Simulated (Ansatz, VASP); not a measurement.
## HfC in VASP and in Ansatz

INCAR

```
SYSTEM = HfC
  PREC = Accurate
  ENCUT = 520
  EDIFF = 1E-6
  ISMEAR = 0
  SIGMA = 0.1
  LREAL = .FALSE.
  LASPH = .TRUE.
  NELM = 80
  ALGO = Normal
  ISIF = 2
  LWAVE = .FALSE.
  LCHARG = .TRUE.
  LDIPOL = .TRUE.
  IDIPOL = 3
  DIPOL = 0.5 0.5 0.500
  GGA = PE
  LELF = .TRUE.
  LVHAR = .TRUE.
  LVACPOTAV = .TRUE.
  NBANDS = 46
```

File KPOINTS:

```
Automatic mesh
0
G
  11 11 1
  0 0 0
```

Contents of POSCAR:

```
HfC
1.0
    3.2891025716      0.0000000000      0.0000000000
    0.0000000000      3.2891025716      0.0000000000
    0.0000000000      0.0000000000     24.3029869297
Hf C
5 5
Direct
    0.0000000000      0.0000000000      0.3120466943
    0.5000000000      0.5000000000      0.4051405472
    0.0000000000      0.0000000000      0.4999999994
    0.5000000000      0.5000000000      0.5948594529
    0.0000000000      0.0000000000      0.6879533048
    0.5000000000      0.5000000000      0.3084253747
    0.0000000000      0.0000000000      0.4037212159
    0.5000000000      0.5000000000      0.4999999995
    0.0000000000      0.0000000000      0.5962787849
    0.5000000000      0.5000000000      0.6915746263
```

Input for Ansatz:

```yaml
crystal:
  lattice:
    - [3.2891025716, 0.0, 0.0]
    - [0.0, 3.2891025716, 0.0]
    - [0.0, 0.0, 24.3029869297]
  atoms:
    - { symbol: Hf, position: [0.0, 0.0, 0.3120466943] }
    - { symbol: C, position: [0.5, 0.5, 0.3084253747] }
    - { symbol: Hf, position: [0.5, 0.5, 0.4051405472] }
    - { symbol: C, position: [0.0, 0.0, 0.4037212159] }
    - { symbol: Hf, position: [0.0, 0.0, 0.4999999994] }
    - { symbol: C, position: [0.5, 0.5, 0.4999999995] }
    - { symbol: Hf, position: [0.5, 0.5, 0.5948594529] }
    - { symbol: C, position: [0.0, 0.0, 0.5962787849] }
    - { symbol: Hf, position: [0.0, 0.0, 0.6879533048] }
    - { symbol: C, position: [0.5, 0.5, 0.6915746263] }
basis:
  ecutwfc: 420
kpoints:
  mp_grid: { grid: [11, 11, 1] }
  band_path:
    path: [[0.5, 0, 0], [0, 0, 0], [0.5, 0.5, 0], [0.5, 0, 0]]
    npoints: 12
hamiltonian:
  xc: pbe
scf:
  occupations: { method: gaussian, width: 0.1 }
  n_extra_bands: 26
output:
  forces: true
  eigenvalues: true
  populations: true
  fatbands: true
  write_density: true
  write_potential: true
  elf: true
  volumetric_format: npy
efield:
  axis: 3
  dipole_correction: true
  ramp_width: 0.04
```

Alike in both runs: task single point; functional PBE; k mesh 11 × 11 × 1; occupations gaussian, width 0.1 eV; no spin polarisation.

```csv
,VASP,Ansatz
version,VASP 6.6.1,Ansatz 0.2.0
potentials or method,"VASP PAW PBE potentials, release 64 (Hf_pv, C), cutoff 520 eV","scalar-relativistic, plane waves, PAW"
valence electrons in the cell,70,150
```

|  | VASP | Ansatz | Ansatz less VASP |
| --- | --- | --- | --- |
| gap on the k mesh at the Fermi level (eV) | none | none | - |
| rms of the force components (eV/Å) | 0.015 | 0.001 | -0.0143 |
| work function, face that differs most (eV) | 4.17 | 4.16 | -0.005 |

A gap of «none» marks a metal or a gap that the smearing closes. VASP's potentials hold 70 valence electrons a cell and Ansatz's 150, so a difference there can come from the potentials and not from the codes. Ansatz's warnings: xc potential rough in thin density.

Spin-orbit coupling is off throughout.
